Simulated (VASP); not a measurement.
# C (P6/mmm) in VASP: further runs

The runs below take C through relaxation of cell and atoms, single point, with PBE.

Program: VASP 6.6.1. These are calculated values, not measurements. Logs are shortened: lines on timing, memory, paths and dates and some standing lists are left out, and cuts for length are marked.

## (1) The cell of the first run

It takes space group P6/mmm (No. 191, hexagonal). The conventional cell has a = 3.615 Å, b = 3.615 Å, c = 1.284 Å, α = 90.00°, β = 90.00°, γ = 120.00°. Within 1.7 Å of C (site symmetry 6/mmm) lie 2 C at 1.28 Å.

## (2) Relaxation of cell and atoms, PBE

File INCAR:

```
SYSTEM = C
PREC = Accurate
ENCUT = 910
EDIFF = 1E-7
ISMEAR = 0
SIGMA = 0.1
LREAL = .FALSE.
LASPH = .TRUE.
NELM = 120
ALGO = Normal
ISIF = 3
LWAVE = .FALSE.
LCHARG = .FALSE.
GGA = PE
IBRION = 2
NSW = 100
EDIFFG = -0.01
GGA_COMPAT = .FALSE.
NELMIN = 4
```

File KPOINTS:

```
regular mesh
0
G
  18 18 42
  0 0 0
```

File POSCAR:

```
C
1.0
    3.6153897917      0.0000000000      0.0000000000
   -1.8076948959      3.1310194042      0.0000000000
    0.0000000000      0.0000000000      1.2839145731
C
1
Direct
    0.0000000000      0.0000000000      0.0000000000
```

Potentials or basis: VASP PAW PBE potentials, release 64 (C_h).

Started as:

```console
$ cat potpaw_PBE.64/C_h/POTCAR > POTCAR
$ mpirun -np 1 vasp_std > vasp.out
```

OUTCAR:

```text
SYSTEM = C
   PREC = Accurate
   ENCUT = 910
   EDIFF = 1E-7
   ISMEAR = 0
   LREAL = .FALSE.
   LASPH = .TRUE.
   NELM = 120
   ISIF = 3
   GGA = PE
   IBRION = 2
   NSW = 100
   EDIFFG = -0.01
   NELMIN = 4

 ion  position               nearest neighbor table
   1  0.000  0.000  0.000-

  LATTYP: Found a hexagonal cell.
 ALAT       =     3.6153897917
 C/A-ratio  =     0.3551247990

  Lattice vectors:

 A1 = (   3.6153897917,   0.0000000000,   0.0000000000)
 A2 = (  -1.8076948959,   3.1310194042,   0.0000000000)
 A3 = (   0.0000000000,   0.0000000000,   1.2839145731)

Analysis of symmetry for initial positions (statically):
=====================================================================
 Subroutine PRICEL returns:
 Original cell was already a primitive cell.

 Routine SETGRP: Setting up the symmetry group for a
 hexagonal supercell.

 Subroutine GETGRP returns: Found 24 space group operations
 (whereof 24 operations were pure point group operations)
 out of a pool of 24 trial point group operations.

The static configuration has the point symmetry D_6h.

Analysis of symmetry for dynamics (positions and initial velocities):
=====================================================================
 Subroutine PRICEL returns:
 Original cell was already a primitive cell.

 Routine SETGRP: Setting up the symmetry group for a
 hexagonal supercell.

 Subroutine GETGRP returns: Found 24 space group operations
 (whereof 24 operations were pure point group operations)
 out of a pool of 24 trial point group operations.

The dynamic configuration has the point symmetry D_6h.

 Subroutine INISYM returns: Found 24 space group operations
 (whereof 24 operations are pure point group operations),
 and found     1 'primitive' translations

----------------------------------------------------------------------------------------

                                     Primitive cell

  volume of cell :      14.5337

  direct lattice vectors                    reciprocal lattice vectors
     3.615389792  0.000000000  0.000000000     0.276595349  0.159692399  0.000000000
    -1.807694896  3.131019404  0.000000000     0.000000000  0.319384798  0.000000000
     0.000000000  0.000000000  1.283914573     0.000000000  0.000000000  0.778868019

  length of vectors
     3.615389792  3.615389792  1.283914573     0.319384798  0.319384798  0.778868019

  position of ions in fractional coordinates (direct lattice)
     0.000000000  0.000000000  0.000000000

  ion indices of the primitive-cell ions
   primitive index   ion index
                 1           1

----------------------------------------------------------------------------------------

 KPOINTS: regular mesh

Automatic generation of k-mesh.
 Grid dimensions read from file:
 generate k-points for:   18   18   42

 Generating k-lattice:

  Cartesian coordinates                     Fractional coordinates (reciprocal lattice)
     0.015366408  0.008871800  0.000000000     0.055555556  0.000000000  0.000000000
     0.000000000  0.017743600  0.000000000     0.000000000  0.055555556  0.000000000
     0.000000000  0.000000000  0.018544477     0.000000000  0.000000000  0.023809524

  Length of vectors
     0.017743600  0.017743600  0.018544477

  Shift w.r.t. Gamma in fractional coordinates (k-lattice)
     0.000000000  0.000000000  0.000000000

 Subroutine IBZKPT returns following result:
 ===========================================

 Found    814 irreducible k-points:

 Following reciprocal coordinates:
            Coordinates               Weight
  0.000000  0.000000  0.000000      1.000000
  0.055556 -0.000000  0.000000      6.000000
  0.111111 -0.000000  0.000000      6.000000
  0.166667 -0.000000  0.000000      6.000000
  0.222222 -0.000000  0.000000      6.000000
  0.277778  0.000000  0.000000      6.000000
[... 16 lines left out ...]
  0.333333  0.111111  0.000000     12.000000
  0.388889  0.111111  0.000000     12.000000
 [... further k-points ...]
   k-points           NKPTS =    814   k-points in BZ     NKDIM =    814   number of bands    NBANDS=      6
   number of dos      NEDOS =    301   number of ions     NIONS =      1
   total plane-waves  NPLWV =  18144
   dimension x,y,z NGX =    36 NGY =   36 NGZ =   14
   dimension x,y,z NGXF=    72 NGYF=   72 NGZF=   28
   ions per type =               1
   NGX,Y,Z   is equivalent  to a cutoff of  16.55, 16.55, 18.13 a.u.
   NGXF,Y,Z  is equivalent  to a cutoff of  33.11, 33.11, 36.26 a.u.
 SYSTEM =  C
   PREC   = accura    normal or accurate (medium, high low for compatibility)
   ISTART =      0    job   : 0-new  1-cont  2-samecut
   ICHARG =      2    charge: 1-file 2-atom 10-const
   ISPIN  =      1    spin polarized calculation?
   LNONCOLLINEAR =      F non collinear calculations
   LSORBIT =      F    spin-orbit coupling
   LASPH  =      T    aspherical Exc in radial PAW
   ENCUT  =  910.0 eV  66.88 Ry    8.18 a.u.   8.89  8.89  3.16*2*pi/ulx,y,z
   NELM   =    120;   NELMIN=  4; NELMDL= -5     # of ELM steps
   EDIFF  = 0.1E-06   stopping-criterion for ELM
   LREAL  =      F    real-space projection
   EDIFFG = -.1E-01   stopping-criterion for IOM
   NSW    =    100    number of steps for IOM
   IBRION =      2    ionic relax: 0-MD 1-quasi-New 2-CG
   NFREE  =      1    steps in history (QN), initial steepest desc. (CG)
   ISIF   =      3    stress and relaxation
   ISYM   =      2    0-nonsym 1-usesym 2-fastsym
   POTIM  = 0.5000    time-step for ionic-motion
   TEBEG  =    0.0;   TEEND  =   0.0 temperature during run
   PSTRESS=    0.0 pullay stress
   NELECT =       4.0000    total number of electrons
   NUPDOWN=      -1.0000    fix difference up-down
   EMIN   =  10.00;   EMAX   =-10.00  energy-range for DOS
   EFERMI =   0.00;   METHOD = LEGACY
   ISMEAR =     0;   SIGMA  =   0.10  broadening in eV -4-tet -1-fermi 0-gaus
   EFERMI_NEDOS =   21; number of points for ismear=-14 and -15
   IALGO  =     38    algorithm
   IMIX   =      4    mixing-type and parameters
     AMIX     =   0.40;   BMIX     =  1.00
     AMIX_MAG =   1.60;   BMIX_MAG =  1.00
  volume/ion in A,a.u.               =      14.53        98.08
  Fermi-wavevector in a.u.,A,eV,Ry     =   1.064884  2.012340 15.428720  1.133979
  Thomas-Fermi vector in A             =   2.200418
   LORBIT       =      0    0 simple, 1 ext, 2 COOP (PROOUT), +10 PAW based schemes
   GGA     = PE    functional components
   LHFCALC =     F    Hartree Fock is set to
   AEXX    =    0.0000 exact exchange contribution
   IVDW    =     0    specifies the selected vdW correction
   LEPSILON=     F    determine dielectric tensor
   LRPA    =     F    only Hartree local field effects (RPA)
 conjugate gradient relaxation of ions
 non-spin polarized calculation
 Gauss-broadening in eV      SIGMA  =   0.10
  energy-cutoff  :      910.00
  volume of cell :       14.53
 maximum number of plane-waves:       930
 NGX is ok and might be reduce to    36

--------------------------------------- Ionic step        1  -------------------------------------------

 number of electron       4.0000000 magnetization

 Free energy of the ion-electron system (eV)
  ---------------------------------------------------
  ext. energy  EPLUGINS =         0.00000000
  ---------------------------------------------------
  free energy    TOTEN  =        -8.25371727 eV

  energy without entropy =       -8.25184757  energy(sigma->0) =       -8.25278242

------------------------ aborting loop because EDIFF is reached ----------------------------------------

  FORCE on cell =-STRESS in cart. coord.  units (eV):
  Direction    XX          YY          ZZ          XY          YZ          ZX
  --------------------------------------------------------------------------------------
  -------------------------------------------------------------------------------------
  Total        0.1028475      0.1028475     -0.2266986     -0.0000000      0.0000000      0.0000000
  in kB       11.3377665     11.3377665    -24.9909266     -0.0000000      0.0000000      0.0000000
  external PRESSURE =      -0.7717978 kB  Pullay stress =       0.0000000 kB
[... 162 lines left out ...]
--------------------------------------- Ionic step        6  -------------------------------------------

 number of electron       4.0000000 magnetization

 E-fermi :   0.1617     XC(G=0):  -7.5123

 val. band max:        0.1452014446   @ k =   0.0000   0.0000   0.2381
 cond. band min:       0.1757914948   @ k =   0.5000  -0.0000   0.2619
 fundamental gap:      0.0305900502
 Fermi energy:         0.1616844097

 k-point     1 :       0.0000    0.0000    0.0000
  band No.  band energies     occupation
      1     -16.2313      2.00000
      2      -4.6563      2.00000
      3      -4.6563      2.00000
      4       4.5469      0.00000
      5      11.5424      0.00000
      6      11.5424      0.00000
[... 199 lines left out ...]
 k-point    24 :       0.3889    0.1111    0.0000
  band No.  band energies     occupation
      1     -16.0442      2.00000
      2      -5.6465      2.00000
      3      -4.9575      2.00000
      4       7.2377      0.00000
      5       8.8389      0.00000
      6      14.6475      0.00000

 [... further k-points ...]

------------------------ aborting loop because EDIFF is reached ----------------------------------------

  FORCE on cell =-STRESS in cart. coord.  units (eV):
  Direction    XX          YY          ZZ          XY          YZ          ZX
  --------------------------------------------------------------------------------------
  -------------------------------------------------------------------------------------
  Total        0.0376657      0.0376657      0.0197539     -0.0000000     -0.0000000      0.0000000
  in kB        3.7031582      3.7031582      1.9421273     -0.0000000     -0.0000000      0.0000000
  external PRESSURE =       3.1161479 kB  Pullay stress =       0.0000000 kB
[... 57 lines left out ...]
--------------------------------------- Ionic step        8  -------------------------------------------

 number of electron       4.0000000 magnetization

 Free energy of the ion-electron system (eV)
  ---------------------------------------------------
  ext. energy  EPLUGINS =         0.00000000
  ---------------------------------------------------
  free energy    TOTEN  =        -8.26347604 eV

  energy without entropy =       -8.26303942  energy(sigma->0) =       -8.26325773

 E-fermi :  -0.0059     XC(G=0):  -7.3613

 val. band max:       -0.0681642688   @ k =   0.0000   0.0000   0.2381
 cond. band min:       0.0541773981   @ k =   0.5000  -0.0000   0.2619
 fundamental gap:      0.1223416669
 Fermi energy:        -0.0058977364

 k-point     1 :       0.0000    0.0000    0.0000
  band No.  band energies     occupation
      1     -16.3823      2.00000
      2      -4.8723      2.00000
      3      -4.8723      2.00000
      4       4.2906      0.00000
      5      11.1811      0.00000
      6      11.1811      0.00000
[... 199 lines left out ...]
 k-point    24 :       0.3889    0.1111    0.0000
  band No.  band energies     occupation
      1     -16.2204      2.00000
      2      -5.7697      2.00000
      3      -5.1452      2.00000
      4       6.9611      0.00000
      5       8.4438      0.00000
      6      14.0756      0.00000

 [... further k-points ...]

------------------------ aborting loop because EDIFF is reached ----------------------------------------

  FORCE on cell =-STRESS in cart. coord.  units (eV):
  Direction    XX          YY          ZZ          XY          YZ          ZX
  --------------------------------------------------------------------------------------
  -------------------------------------------------------------------------------------
  Total        0.0068916      0.0068916      0.0096358     -0.0000000     -0.0000000      0.0000000
  in kB        0.6562153      0.6562153      0.9175157     -0.0000000     -0.0000000      0.0000000
  external PRESSURE =       0.7433154 kB  Pullay stress =       0.0000000 kB
[... 16 lines left out ...]
  FREE ENERGIE OF THE ION-ELECTRON SYSTEM (eV)
  ---------------------------------------------------
  free  energy   TOTEN  =        -8.2634760358 eV

  energy  without entropy=       -8.2630394201  energy(sigma->0) =       -8.26325773

 reached required accuracy - stopping structural energy minimisation
```

It took 3.8 min on 1 thread of Intel Xeon 6975P-C (Granite Rapids), shared host; peak memory 0.26 GiB.

What came out:

```
Free energy                           : -8.2635 eV
Relaxed volume                        : 16.83 Å³/atom
Relaxed cell                          : a = 3.895 Å, b = 3.895 Å, c = 1.281 Å, α = 90.00°, β = 90.00°, γ = 120.00°
Space group after relaxing (to 0.1 Å) : P6/mmm (No. 191)
Energy gained by relaxing             : 9.8 meV/atom
Ionic steps                           : 8
Pressure after relaxing               : 0.1 GPa
Band gap on the k mesh                : zero (bands 2 and 3 overlap by 14.65 eV)
```

The path:
```tsv
step	energy change (eV)	largest force (eV/Å)	pressure (GPa)	volume (Å³)
1	0.0000	0.0000	-0.08	14.53
2	0.0040	0.0000	5.02	14.52
3	-0.0004	0.0000	1.09	14.53
4	-0.0016	0.0000	1.01	14.70
5	-0.0047	0.0000	0.78	15.22
6	-0.0090	0.0000	0.31	16.30
7	-0.0046	0.0000	-0.72	18.55
8	-0.0098	0.0000	0.07	16.83
```

Final structure:
```cif
data_structure
_symmetry_space_group_name_H-M 'P 1'
_symmetry_Int_Tables_number 1
_cell_length_a 3.8946
_cell_length_b 3.8946
_cell_length_c 1.2809
_cell_angle_alpha 90.000
_cell_angle_beta 90.000
_cell_angle_gamma 120.000
_cell_volume 16.83
loop_
_atom_site_label
_atom_site_type_symbol
_atom_site_fract_x
_atom_site_fract_y
_atom_site_fract_z
_atom_site_occupancy
C1 C 0.00000 0.00000 0.00000 1
```

Levels at points of the mesh, in eV from the Fermi level:
```csv
k point,band 1,band 2,band 3,band 4,band 5
"(0.00, 0.00, 0.00)",-16.38,-4.87,-4.87,4.30,11.19
"(0.50, 0.00, 0.00)",-16.21,-5.82,-5.07,6.75,8.57
"(0.00, 0.00, 0.50)",-9.05,8.48,11.38,11.38,24.37
"(0.50, 0.00, 0.50)",-9.04,8.74,11.07,11.31,21.63
```

Caveat: the cutoff is under 1.25 times the usual one of these potentials, so pressure, stress and relaxed cells hold a basis-set (Pulay) error; the volume moved by over 15 % at a fixed basis, so the end points are rough.

## (3) Single point, PBE

This run uses another cell than the first one: it holds 3 atoms, not 1.

File INCAR:

```
  PREC = Accurate
  ENCUT = 520
  EDIFF = 1E-6
  ISMEAR = 0
  SIGMA = 0.1
  LREAL = False
  LASPH = True
  NELM = 100
  ALGO = Normal
  ISIF = 2
  LWAVE = False
  LCHARG = False
  GGA = PE
  NBANDS = 13
```

File KPOINTS:

```
Automatic mesh
0
Gamma
  6 6 6
```

File POSCAR:

```
C
1.0
    7.0883386389      0.0000000000      0.0000000000
   -3.5441693195      6.1386813320      0.0000000000
    0.0000000000      0.0000000000      1.2731892068
C
3
Direct
    0.0000000000      0.0000000000      0.0000000000
    0.3333333333      0.6666666667      0.5000000000
    0.6666666667      0.3333333333      0.5000000000
```

Potentials or basis: VASP PAW PBE potentials, release 64 (C).

Started as:

```console
$ cat potpaw_PBE.64/C/POTCAR > POTCAR
$ mpirun -np 1 vasp_std > vasp.out
```

Wall time 13 s (1 thread of Intel Xeon Platinum 8375C at 2.90GHz (Ice Lake), shared host); peak memory 0.17 GiB.

It converged, with:

```
Free energy            : -25.9241 eV
Pressure               : 0.0 GPa
Band gap on the k mesh : zero (bands 6 and 7 overlap by 14.56 eV)
```

Stress tensor (GPa, compression positive):
```
 0.29  0.00  0.00
 0.00  0.29  0.00
 0.00  0.00 -0.62
```

Levels at points of the mesh, in eV from the Fermi level:
| k point | band 2 | band 3 | band 4 | band 5 | band 6 | band 7 | band 8 | band 9 | band 10 | band 11 |
| --- | --- | --- | --- | --- | --- | --- | --- | --- | --- | --- |
| (0.00, 0.00, 0.00) | -14.12 | -14.12 | -3.38 | -3.38 | -3.38 | -3.38 | -2.90 | -2.90 | 6.22 | 9.76 |
| (0.50, 0.00, 0.00) | -14.17 | -14.13 | -3.59 | -3.31 | -3.31 | -3.05 | -3.03 | -3.03 | 7.70 | 7.70 |
| (0.00, 0.00, 0.50) | -6.93 | -6.93 | 11.05 | 11.11 | 11.18 | 13.55 | 13.55 | 13.59 | 13.59 | 13.64 |
| (0.50, 0.00, 0.50) | -6.93 | -6.93 | 11.09 | 11.11 | 11.13 | 13.54 | 13.57 | 13.59 | 13.59 | 13.62 |

Caveat: the k points lie up to 0.82 Å⁻¹ apart, too coarse for converged energies and pressures of a metal.

[end of part 1 of 2]
